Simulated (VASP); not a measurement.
Wanted: the native input for a VASP 6.6.1 run.

- Task: single point
- Functional: PBE
- Potentials or basis: VASP PAW PBE potentials, release 64 (Ga_d)
- Cutoff: 520 eV
- k mesh: 20 × 20 × 20
- Occupations: gaussian, width 0.1 eV
- Spin: no spin polarisation
- Dipole correction: no
- Further INCAR settings: ALGO = Normal; EDIFF = 1e-07; NBANDS = 12

The structure of Ga lies in POSCAR:

```
Ga
1.0
    2.7164843000      0.0000000000      0.0000000000
    0.0000000000      2.7164843000      0.0000000000
    0.0000000000      0.0000000000      2.7164843000
Ga
1
Direct
    0.0000000000      0.0000000000      0.0000000000
```

These files were run (other wordings do the same):

INCAR

```
PREC = Accurate
ENCUT = 520
EDIFF = 1E-7
ISMEAR = 0
SIGMA = 0.1
LREAL = F
LASPH = T
NELM = 100
ALGO = Normal
ISIF = 2
LWAVE = F
LCHARG = F
GGA = PE
NBANDS = 12
```

KPOINTS

```
Automatic mesh
0
Gamma
  20 20 20
```

Potentials or basis: VASP PAW PBE potentials, release 64 (Ga_d).

The run is started by

```bash
$ cat potpaw_PBE.64/Ga_d/POTCAR > POTCAR
$ mpirun -np 1 vasp_std > vasp.out
```

It gave:

- Pressure: 0.1 GPa

Wall time 26 s on 1 thread of Intel(R) Xeon(R) Platinum 8124M CPU @ 3.00GHz (Skylake/Cascade Lake), on a shared host, peak memory 0.17 GiB.
